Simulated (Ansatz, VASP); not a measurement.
# N in VASP and in Ansatz

```xyz
8
Lattice="5.4730 0.0000 0.0000 0.0000 5.4730 0.0000 0.0000 0.0000 5.4730" Properties=species:S:1:pos:R:3 pbc="T T T"
N     0.3149    0.3149    0.3149
N     2.4216    5.1581    3.0514
N     3.0514    2.4216    5.1581
N     5.1581    3.0514    2.4216
N     5.1568    5.1568    5.1568
N     3.0527    0.3162    2.4203
N     2.4203    3.0527    0.3162
N     0.3162    2.4203    3.0527
```

Alike in both runs: task single point; functional PBE; k mesh 6 × 6 × 6; occupations fermi-dirac, width 0.02 eV; no spin polarisation.

|  | VASP | Ansatz |
| --- | --- | --- |
| version | VASP 6.6.1 | Ansatz 0.2.0 |
| potentials or method | VASP PAW PBE potentials, release 64 (N) | plane waves, PAW |
| plane-wave cutoff (eV) | 520 | 420 |
| valence electrons in the cell | 40 | 40 |

|  | VASP | Ansatz | Ansatz less VASP |
| --- | --- | --- | --- |
| gap on the k mesh at the Fermi level (eV) | 7.30 | 7.34 | +0.047 |
| pressure (GPa) | 5.2 | 2.7 | -2.51 |
| rms of the force components (eV/Å) | 1.805 | 0.674 | -1.1314 |

Atom by atom the forces differ by 1.131 eV/Å (rms over components). One of these differences is far larger than is usual between the two programs; its cause wasn't traced.

Noted on VASP's run: the standard files for N, O and F lose accuracy on very short bonds.
